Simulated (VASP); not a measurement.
A run of VASP 6.6.1:

File POSCAR:

```
BN
1.0
    0.0000000000      3.5638688387      2.2085744028
    1.2761801381      0.0000000000      2.2085744028
    1.2761801381      3.5638688387      0.0000000000
N B
1 1
Direct
    0.6666513400      0.6666513400      0.3333486600
    0.0000486500      0.0000486500      0.9999513500
```

INCAR.step1

```
PREC = Accurate ; ENCUT = 520
ISMEAR = -1 ; SIGMA = 0.05
LREAL = False ; LASPH = True
NELM = 80 ; NBANDS = 11
GGA = PE ; ALGO = Normal
EDIFF = 1E-4 ; LWAVE = True
LCHARG = False
```

Contents of INCAR.step2:

```
PREC = Accurate ; ENCUT = 520
EDIFF = 1E-6 ; ISMEAR = -1
SIGMA = 0.05 ; LREAL = False
LASPH = True ; NELM = 80
ALGO = Normal ; ISIF = 2
LWAVE = False ; LCHARG = False
METAGGA = R2SCAN ; LMIXTAU = True
NBANDS = 11 ; ISTART = 1
```

The input KPOINTS:

```
Automatic mesh
0
Gamma
  13 13 13
```

Potentials or basis: VASP PAW PBE potentials, release 64 (N, B).

Launch:

```console
$ cat potpaw_PBE.64/N/POTCAR potpaw_PBE.64/B/POTCAR > POTCAR
$ cp INCAR.step1 INCAR
$ mpirun -np 1 vasp_std > vasp.out
$ cp INCAR.step2 INCAR
$ mpirun -np 1 vasp_std > vasp.out
```

Hardware: 1 thread of Intel(R) Xeon(R) Platinum 8375C CPU @ 2.90GHz (Ice Lake), on a shared host.

**Question.** Estimate the wall time of this run.

**Answer.** Wall time 3.8 min on 1 thread of Intel(R) Xeon(R) Platinum 8375C CPU @ 2.90GHz (Ice Lake), on a shared host, peak memory 0.2 GiB. Counts: k points 343.
